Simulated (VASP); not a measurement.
Input of a VASP 6.6.1 run:

File INCAR:

```
ALGO = Normal ; EDIFF = 1E-6
ENCUT = 520 ; GGA = PE
ISIF = 2 ; ISMEAR = 0
LASPH = T ; LCHARG = F
LREAL = F ; LWAVE = F
NBANDS = 24 ; NELM = 100
PREC = Accurate ; SIGMA = 0.1
```

File KPOINTS:

```
k-points
0
Gamma
  6 6 4
```

The input POSCAR:

```
Hf2W
1.0
    3.8097384632      0.0000000000      0.0000000000
   -1.9048692316      3.2993302909      0.0000000000
    0.0000000000      0.0000000000      4.1135049852
Hf W
2 1
Direct
    0.3333333333      0.6666666667      0.5000000000
    0.6666666667      0.3333333333      0.5000000000
    0.0000000000      0.0000000000      0.0000000000
```

Potentials or basis: VASP PAW PBE potentials, release 64 (Hf_pv, W_sv).

Run with:

```bash
$ cat potpaw_PBE.64/Hf_pv/POTCAR potpaw_PBE.64/W_sv/POTCAR > POTCAR
$ mpirun -np 1 vasp_std > vasp.out
```

Question: Predict the band gap on the k mesh.

Answer: Zero (bands 17 and 18 overlap by 1.99 eV).

Question: Predict the pressure.

Answer: 43.8 GPa.

Stress tensor (GPa, compression positive):
```
 71.28   0.00   0.00
  0.00  71.28   0.00
  0.00   0.00 -11.05
```

Caveat: the k points lie up to 0.38 Å⁻¹ apart, too coarse for converged energies and pressures of a metal; spin-orbit coupling is left out, which moves the levels of the heavy elements.
